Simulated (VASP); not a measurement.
A run of VASP 6.6.1 is set up as follows.

The input INCAR:

```
SYSTEM = C
PREC = Accurate ; ENCUT = 520
EDIFF = 1E-6 ; ISMEAR = 0
SIGMA = 0.15 ; LREAL = .False.
LASPH = .True. ; NELM = 100
ALGO = Normal ; ISIF = 2
LWAVE = .False. ; LCHARG = .True.
GGA = PE ; IVDW = 12
LELF = .True. ; LVHAR = .True.
NBANDS = 16
```

KPOINTS

```
Automatic mesh
0
Gamma
  22 22 8
  0 0 0
```

The input POSCAR:

```
C
1.0
    1.2327689981     -2.1341461166      0.0000000000
    1.2327689981      2.1341461166      0.0000000000
    0.0000000000      0.0000000000      6.7989836842
C
4
Direct
    0.0833101797      0.9166898203      0.7499969754
    0.5833101797      0.4166898203      0.2500030246
    0.9166898203      0.0833101797      0.2500030246
    0.4166898203      0.5833101797      0.7499969754
```

Potentials or basis: VASP PAW PBE potentials, release 64 (C).

Launch:

```console
$ cat potpaw_PBE.64/C/POTCAR > POTCAR
$ mpirun -np 1 vasp_std > vasp.out
```

What does it give for the band gap on the k mesh?

Zero (bands 8 and 9 overlap by 0.04 eV).

What does it give for the largest force?

0.006 eV/Å.

Predict the pressure.

0.4 GPa.

Stress tensor (GPa, compression positive):
```
 0.72  0.00  0.00
 0.00  0.66  0.00
 0.00  0.00 -0.08
```
